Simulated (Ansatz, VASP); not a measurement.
One calculation of Ir, two programs

File POSCAR:

```
Ir
1.0
    0.0000000000      1.9156000000      1.9156000000
    1.9156000000      0.0000000000      1.9156000000
    1.9156000000      1.9156000000      0.0000000000
Ir
1
Direct
    0.0000000000      0.0000000000      0.0000000000
```

Contents of INCAR.step1:

```
ALGO = Normal
EDIFF = 1E-4
ENCUT = 600
GGA = PE
ISMEAR = -1
LASPH = T
LCHARG = F
LREAL = F
LWAVE = T
NELM = 60
PREC = Accurate
SIGMA = 0.15
```

File INCAR.step2:

```
ALGO = Normal
EDIFF = 1E-6
EDIFFG = -0.01
ENCUT = 600
IBRION = 2
ISIF = 3
ISMEAR = -1
ISTART = 1
IVDW = 13
LASPH = T
LCHARG = F
LMIXTAU = T
LREAL = F
LWAVE = F
METAGGA = R2SCAN
NELM = 60
NSW = 80
PREC = Accurate
SIGMA = 0.15
VDW_A1 = 0.51559235
VDW_A2 = 5.77342911
VDW_S6 = 1.0
VDW_S8 = 0.6018749
```

The input KPOINTS:

```
k-points
0
Gamma
  13 13 13
```

Input for Ansatz:

```yaml
crystal:
  lattice:
    - [0.0, 1.9156, 1.9156]
    - [1.9156, 0.0, 1.9156]
    - [1.9156, 1.9156, 0.0]
  atoms:
    - { symbol: Ir, position: [0.0, 0.0, 0.0] }
basis:
  ecutwfc: 550.0
kpoints:
  mp_grid:
    grid: [13, 13, 13]
hamiltonian:
  xc: r2scan
  dispersion: d4
scf:
  occupations:
    method: fermi_dirac
    width: 0.15
relax:
  f_tol: 0.01
  cell: {}
```

Alike in both runs: task relaxation of cell and atoms; functional r2SCAN; dispersion D4; k mesh 13 × 13 × 13; occupations fermi-dirac, width 0.15 eV; no spin polarisation.

|  | VASP | Ansatz |
| --- | --- | --- |
| version | VASP 6.6.1 | Ansatz 0.2.0 |
| potentials or method | VASP PAW PBE potentials, release 64 (Ir), cutoff 600 eV | plane waves, PAW |
| valence electrons in the cell | 9 | 17 |

```tsv
	VASP	Ansatz	Ansatz less VASP
relaxed volume (Å³/atom)	14.23	14.13	-0.095
relaxed cell length with the largest relative difference (Å)	2.720	2.714	-0.0061
```

VASP's potentials were made for PBE, not for r2SCAN. VASP's potentials hold 9 valence electrons a cell and Ansatz's 17, so a difference there can come from the potentials and not from the codes.

Neither program's run includes spin-orbit coupling.
